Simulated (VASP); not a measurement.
# Au (I4/mmm) in VASP: further runs

Au is run at these levels: r2SCAN; tasks: single point.

All numbers are computed with VASP 6.6.1; they aren't measurements. Logs are shortened: lines on timing, memory, paths and dates and some standing lists are left out, and cuts for length are marked.

### Step 1. The cell of the first run

The structure is tetragonal, space group I4/mmm (No. 139). Conventional cell: a = 3.265 Å, b = 3.265 Å, c = 3.414 Å, α = 90.00°, β = 90.00°, γ = 90.00°. Within 3.8 Å of Au (site symmetry 4/mmm) lie 14 Au at 2.87 to 3.41 Å.

### Step 2. Single point, r2SCAN (strain -0.015 along x and y, +0.030 along z)

POSCAR reads:

```
Au
1.0
   -1.6324099650      1.6324099650      1.7069870700
    1.6324099650     -1.6324099650      1.7069870700
    1.6324099650      1.6324099650     -1.7069870700
Au
1
Direct
    0.0000000000      0.0000000000      0.0000000000
```

INCAR.step1 reads:

```
PREC = Accurate ; ENCUT = 520
ISMEAR = 0 ; SIGMA = 0.15
LREAL = False ; LASPH = True
NELM = 100 ; NBANDS = 12
GGA = PE ; ALGO = Normal
EDIFF = 1E-4 ; LWAVE = True
LCHARG = False
```

INCAR.step2 reads:

```
PREC = Accurate ; ENCUT = 520
EDIFF = 1E-6 ; ISMEAR = 0
SIGMA = 0.15 ; LREAL = False
LASPH = True ; NELM = 100
ALGO = Normal ; ISIF = 2
LWAVE = False ; LCHARG = False
METAGGA = R2SCAN ; LMIXTAU = True
NBANDS = 12 ; ISTART = 1
```

KPOINTS reads:

```
regular mesh
0
Gamma
  20 20 20
```

Potentials or basis: VASP PAW PBE potentials, release 64 (Au).

The run is started by

```console
$ cat potpaw_PBE.64/Au/POTCAR > POTCAR
$ cp INCAR.step1 INCAR
$ mpirun -np 1 vasp_std > vasp.out
$ cp INCAR.step2 INCAR
$ mpirun -np 1 vasp_std > vasp.out
```

OUTCAR:

```text
PREC = Accurate
   ENCUT = 520
   EDIFF = 1E-6
   ISMEAR = 0
   LREAL = False
   LASPH = True
   NELM = 100
   ISIF = 2
   METAGGA = R2SCAN
   ISTART = 1

 ion  position               nearest neighbor table
   1  0.000  0.000  0.000-

  LATTYP: Found a body centered tetragonal cell.
 ALAT       =     3.2648199300
 C/A-ratio  =     1.0456852792

  Lattice vectors:

 A1 = (  -1.6324099650,   1.6324099650,   1.7069870700)
 A2 = (   1.6324099650,  -1.6324099650,   1.7069870700)
 A3 = (   1.6324099650,   1.6324099650,  -1.7069870700)

Analysis of symmetry for initial positions (statically):
=====================================================================
 Subroutine PRICEL returns:
 Original cell was already a primitive cell.

 Routine SETGRP: Setting up the symmetry group for a
 body centered tetragonal supercell.

 Subroutine GETGRP returns: Found 16 space group operations
 (whereof 16 operations were pure point group operations)
 out of a pool of 16 trial point group operations.

The static configuration has the point symmetry D_4h.

Analysis of symmetry for dynamics (positions and initial velocities):
=====================================================================
 Subroutine PRICEL returns:
 Original cell was already a primitive cell.

 Routine SETGRP: Setting up the symmetry group for a
 body centered tetragonal supercell.

 Subroutine GETGRP returns: Found 16 space group operations
 (whereof 16 operations were pure point group operations)
 out of a pool of 16 trial point group operations.

The dynamic configuration has the point symmetry D_4h.

 Subroutine INISYM returns: Found 16 space group operations
 (whereof 16 operations are pure point group operations),
 and found     1 'primitive' translations

----------------------------------------------------------------------------------------

                                     Primitive cell

  volume of cell :      18.1949

  direct lattice vectors                    reciprocal lattice vectors
    -1.632409965  1.632409965  1.706987070     0.000000000  0.306295606  0.292913759
     1.632409965 -1.632409965  1.706987070     0.306295606  0.000000000  0.292913759
     1.632409965  1.632409965 -1.706987070     0.306295606  0.306295606  0.000000000

  length of vectors
     2.871119894  2.871119894  2.871119894     0.423810652  0.423810652  0.433167401

  position of ions in fractional coordinates (direct lattice)
     0.000000000  0.000000000  0.000000000

  ion indices of the primitive-cell ions
   primitive index   ion index
                 1           1

----------------------------------------------------------------------------------------

 KPOINTS: regular mesh

Automatic generation of k-mesh.
 Grid dimensions read from file:
 generate k-points for:   20   20   20

 Generating k-lattice:

  Cartesian coordinates                     Fractional coordinates (reciprocal lattice)
     0.000000000  0.015314780  0.014645688     0.050000000  0.000000000 -0.000000000
     0.015314780  0.000000000  0.014645688     0.000000000  0.050000000 -0.000000000
     0.015314780  0.015314780  0.000000000     0.000000000  0.000000000  0.050000000

  Length of vectors
     0.021190533  0.021190533  0.021658370

  Shift w.r.t. Gamma in fractional coordinates (k-lattice)
     0.000000000  0.000000000  0.000000000

 Subroutine IBZKPT returns following result:
 ===========================================

 Found    641 irreducible k-points:

 Following reciprocal coordinates:
            Coordinates               Weight
  0.000000  0.000000  0.000000      1.000000
  0.050000  0.000000  0.000000      8.000000
  0.100000  0.000000 -0.000000      8.000000
  0.150000 -0.000000  0.000000      8.000000
  0.200000  0.000000 -0.000000      8.000000
  0.250000  0.000000  0.000000      8.000000
[... 16 lines left out ...]
 -0.400000  0.050000  0.000000     16.000000
 -0.350000  0.050000 -0.000000     16.000000
 [... further k-points ...]
   k-points           NKPTS =    641   k-points in BZ     NKDIM =    641   number of bands    NBANDS=     12
   number of dos      NEDOS =    301   number of ions     NIONS =      1
   total plane-waves  NPLWV =  13824
   dimension x,y,z NGX =    24 NGY =   24 NGZ =   24
   dimension x,y,z NGXF=    48 NGYF=   48 NGZF=   48
   ions per type =               1
   NGX,Y,Z   is equivalent  to a cutoff of  13.90, 13.90, 13.90 a.u.
   NGXF,Y,Z  is equivalent  to a cutoff of  27.79, 27.79, 27.79 a.u.
 SYSTEM =  unknown system
   PREC   = accura    normal or accurate (medium, high low for compatibility)
   ISTART =      1    job   : 0-new  1-cont  2-samecut
   ICHARG =      0    charge: 1-file 2-atom 10-const
   ISPIN  =      1    spin polarized calculation?
   LNONCOLLINEAR =      F non collinear calculations
   LSORBIT =      F    spin-orbit coupling
   LASPH  =      T    aspherical Exc in radial PAW
   ENCUT  =  520.0 eV  38.22 Ry    6.18 a.u.   5.34  5.34  5.34*2*pi/ulx,y,z
   NELM   =    100;   NELMIN=  2; NELMDL=  0     # of ELM steps
   EDIFF  = 0.1E-05   stopping-criterion for ELM
   LREAL  =      F    real-space projection
   EDIFFG = 0.1E-04   stopping-criterion for IOM
   NSW    =      0    number of steps for IOM
   IBRION =     -1    ionic relax: 0-MD 1-quasi-New 2-CG
   NFREE  =      0    steps in history (QN), initial steepest desc. (CG)
   ISIF   =      2    stress and relaxation
   ISYM   =      2    0-nonsym 1-usesym 2-fastsym
   POTIM  = 0.5000    time-step for ionic-motion
   TEBEG  =    0.0;   TEEND  =   0.0 temperature during run
   PSTRESS=    0.0 pullay stress
   NELECT =      11.0000    total number of electrons
   NUPDOWN=      -1.0000    fix difference up-down
   EMIN   =  10.00;   EMAX   =-10.00  energy-range for DOS
   EFERMI =   0.00;   METHOD = LEGACY
   ISMEAR =     0;   SIGMA  =   0.15  broadening in eV -4-tet -1-fermi 0-gaus
   EFERMI_NEDOS =   21; number of points for ismear=-14 and -15
   IALGO  =     38    algorithm
   IMIX   =      4    mixing-type and parameters
     AMIX     =   0.40;   BMIX     =  1.00
     AMIX_MAG =   1.60;   BMIX_MAG =  1.00
  volume/ion in A,a.u.               =      18.19       122.78
  Fermi-wavevector in a.u.,A,eV,Ry     =   1.384276  2.615903 26.071773  1.916221
  Thomas-Fermi vector in A             =   2.508796
   LORBIT       =      0    0 simple, 1 ext, 2 COOP (PROOUT), +10 PAW based schemes
   METAGGA = R2SCAN    functional components
   LHFCALC =     F    Hartree Fock is set to
   AEXX    =    0.0000 exact exchange contribution
   IVDW    =     0    specifies the selected vdW correction
   LEPSILON=     F    determine dielectric tensor
   LRPA    =     F    only Hartree local field effects (RPA)
 non-spin polarized calculation
 Gauss-broadening in eV      SIGMA  =   0.15
  energy-cutoff  :      520.00
  volume of cell :       18.19
 maximum number of plane-waves:       508
 NGX is ok and might be reduce to    24
   NGX = 11   NGY = 11   NGZ = 11

 number of electron      11.0000000 magnetization

 Free energy of the ion-electron system (eV)
  ---------------------------------------------------
  ext. energy  EPLUGINS =         0.00000000
  ---------------------------------------------------
  free energy    TOTEN  =       -50.56872726 eV

  energy without entropy =      -50.56491675  energy(sigma->0) =      -50.56682201

 E-fermi :   8.3602     XC(G=0): -13.1634

 val. band max:        8.3500509551   @ k =  -0.1000   0.4500   0.1000
 cond. band min:       8.3919870500   @ k =   0.3500   0.1000   0.0500
 fundamental gap:      0.0419360948
 Fermi energy:         8.3602260341

 k-point     1 :       0.0000    0.0000    0.0000
  band No.  band energies     occupation
      1      -1.0965      2.00000
      2       3.4181      2.00000
      3       3.4181      2.00000
      4       3.6763      2.00000
      5       5.1119      2.00000
      6       5.4038      2.00000
      7      25.1815      0.00000
      8      25.9249      0.00000
      9      25.9249      0.00000
     10      31.4355      0.00000
     11      32.8403      0.00000
     12      32.8403      0.00000

 k-point     2 :       0.0500    0.0000    0.0000
  band No.  band energies     occupation
      1      -1.0072      2.00000
      2       3.4233      2.00000
      3       3.4320      2.00000
      4       3.6973      2.00000
      5       5.0909      2.00000
      6       5.3921      2.00000
      7      25.2022      0.00000
      8      25.8826      0.00000
      9      26.0305      0.00000
     10      30.6091      0.00000
     11      31.7091      0.00000
     12      32.4687      0.00000

 k-point     3 :       0.1000    0.0000   -0.0000
  band No.  band energies     occupation
      1      -0.7449      2.00000
      2       3.4132      2.00000
      3       3.4376      2.00000
      4       3.8212      2.00000
      5       5.0314      2.00000
      6       5.3678      2.00000
      7      25.1007      0.00000
      8      25.6637      0.00000
      9      26.3392      0.00000
     10      29.4347      0.00000
     11      30.3016      0.00000
     12      31.4912      0.00000
[... 286 lines left out ...]
 k-point    23 :      -0.4000    0.0500    0.0000
  band No.  band energies     occupation
      1       1.4054      2.00000
      2       2.7420      2.00000
      3       4.7726      2.00000
      4       5.2685      2.00000
      5       5.5616      2.00000
      6       6.4382      2.00000
      7      14.9414      0.00000
      8      22.1437      0.00000
      9      23.5912      0.00000
     10      29.7901      0.00000
     11      30.4666      0.00000
     12      31.8007      0.00000

 k-point    24 :      -0.3500    0.0500   -0.0000
  band No.  band energies     occupation
      1       1.3118      2.00000
      2       2.8530      2.00000
      3       4.3187      2.00000
      4       4.9391      2.00000
      5       5.4385      2.00000
      6       5.8168      2.00000
      7      16.9933      0.00000
      8      22.7450      0.00000
      9      24.5924      0.00000
     10      29.1830      0.00000
     11      30.1329      0.00000
     12      31.4687      0.00000

 [... further k-points ...]

------------------------ aborting loop because EDIFF is reached ----------------------------------------

  FORCE on cell =-STRESS in cart. coord.  units (eV):
  Direction    XX          YY          ZZ          XY          YZ          ZX
  --------------------------------------------------------------------------------------
  -------------------------------------------------------------------------------------
  Total       -0.5124910     -0.5124910     -0.4752544      0.0000000     -0.0000000      0.0000000
  in kB      -45.1282098    -45.1282098    -41.8492845      0.0000000     -0.0000000      0.0000000
  external PRESSURE =     -44.0352347 kB  Pullay stress =       0.0000000 kB

 VOLUME and BASIS-vectors are now :
 -----------------------------------------------------------------------------
  energy-cutoff  :      520.00
  volume of cell :       18.19
      direct lattice vectors                 reciprocal lattice vectors
    -1.632409965  1.632409965  1.706987070     0.000000000  0.306295606  0.292913759
     1.632409965 -1.632409965  1.706987070     0.306295606  0.000000000  0.292913759
     1.632409965  1.632409965 -1.706987070     0.306295606  0.306295606  0.000000000

 POSITION                                       TOTAL-FORCE (eV/Angst)
 -----------------------------------------------------------------------------------
      0.00000      0.00000      0.00000        -0.000000      0.000000     -0.000000
 -----------------------------------------------------------------------------------
    total drift:                               -0.000000      0.000000     -0.000000

  FREE ENERGIE OF THE ION-ELECTRON SYSTEM (eV)
  ---------------------------------------------------
  free  energy   TOTEN  =       -50.5687272623 eV

  energy  without entropy=      -50.5649167528  energy(sigma->0) =      -50.56682201
```

Run time: 3.4 min. Hardware: 1 thread of Intel Xeon Platinum 8488C (Sapphire Rapids), shared host; peak memory 0.25 GiB.

Results:

```yaml
Free_energy: -50.5687 eV
Pressure: -4.4 GPa
Band_gap_on_the_k_mesh: zero (an odd number of electrons rules out a gap without spin polarisation)
```

Stress tensor (GPa, compression positive):
```
-4.51  0.00  0.00
 0.00 -4.51  0.00
 0.00  0.00 -4.18
```

Caveat: the cell differs from its parent crystal (strain -0.015 along x and y, +0.030 along z); the cell stands under tension; the PAW data sets were made with another functional, which shifts forces and pressure a little; spin-orbit coupling is left out, which moves the levels of the heavy elements.

### Step 3. Single point, r2SCAN (strain +0.015 along x and y, -0.030 along z)

POSCAR reads:

```
Au
1.0
   -1.6821280350      1.6821280350      1.6075509300
    1.6821280350     -1.6821280350      1.6075509300
    1.6821280350      1.6821280350     -1.6075509300
Au
1
Direct
    0.0000000000      0.0000000000      0.0000000000
```

INCAR.step1 reads:

```
SYSTEM = Au
PREC = Accurate
ENCUT = 520
ISMEAR = 0
SIGMA = 0.15
LREAL = .False.
LASPH = .True.
NELM = 60
NBANDS = 12
GGA = PE
ALGO = Normal
EDIFF = 1E-4
LWAVE = .True.
LCHARG = .False.
```

INCAR.step2 reads:

```
SYSTEM = Au
PREC = Accurate
ENCUT = 520
EDIFF = 1E-7
ISMEAR = 0
SIGMA = 0.15
LREAL = .False.
LASPH = .True.
NELM = 60
ALGO = Normal
ISIF = 2
LWAVE = .False.
LCHARG = .False.
METAGGA = R2SCAN
LMIXTAU = .True.
NBANDS = 12
ISTART = 1
```

KPOINTS reads:

```
regular mesh
0
Gamma
  20 20 20
  0 0 0
```

Potentials or basis: VASP PAW PBE potentials, release 64 (Au).

The run is started by

```console
$ cat potpaw_PBE.64/Au/POTCAR > POTCAR
$ cp INCAR.step1 INCAR
$ mpirun -np 1 vasp_std > vasp.out
$ cp INCAR.step2 INCAR
$ mpirun -np 1 vasp_std > vasp.out
```

Run time: 4.1 min. Hardware: 1 thread of Intel Xeon Platinum 8488C (Sapphire Rapids), shared host; peak memory 0.26 GiB.

It converged, with:

- Free energy: -50.5687 eV
- Pressure: -4.4 GPa
- Band gap on the k mesh: zero (an odd number of electrons rules out a gap without spin polarisation)

Stress tensor (GPa, compression positive):
```
-4.24  0.00  0.00
 0.00 -4.24  0.00
 0.00  0.00 -4.69
```

Levels at points of the mesh, in eV from the Fermi level:
```
           k point  band 2  band 3  band 4  band 5  band 6  band 7  band 8  band 9  band 10  band 11
(0.00, 0.00, 0.00)   -5.06   -4.78   -4.78   -3.28   -2.95   17.02   17.02   17.87    23.53    23.53
(0.50, 0.00, 0.00)   -5.97   -3.21   -2.80   -1.65   -0.18    3.36   12.73   13.61    21.27    21.95
(0.50, 0.50, 0.00)   -5.66   -3.47   -3.04   -1.71   -0.43    2.98   13.42   14.66    22.63    22.66
(0.50, 0.50, 0.50)   -6.63   -2.04   -2.04   -1.95    6.06    6.06    7.40    9.17    15.48    16.48
```

Caveat: the cell differs from its parent crystal (strain +0.015 along x and y, -0.030 along z); the cell stands under tension; the PAW data sets were made with another functional, which shifts forces and pressure a little; spin-orbit coupling is left out, which moves the levels of the heavy elements.
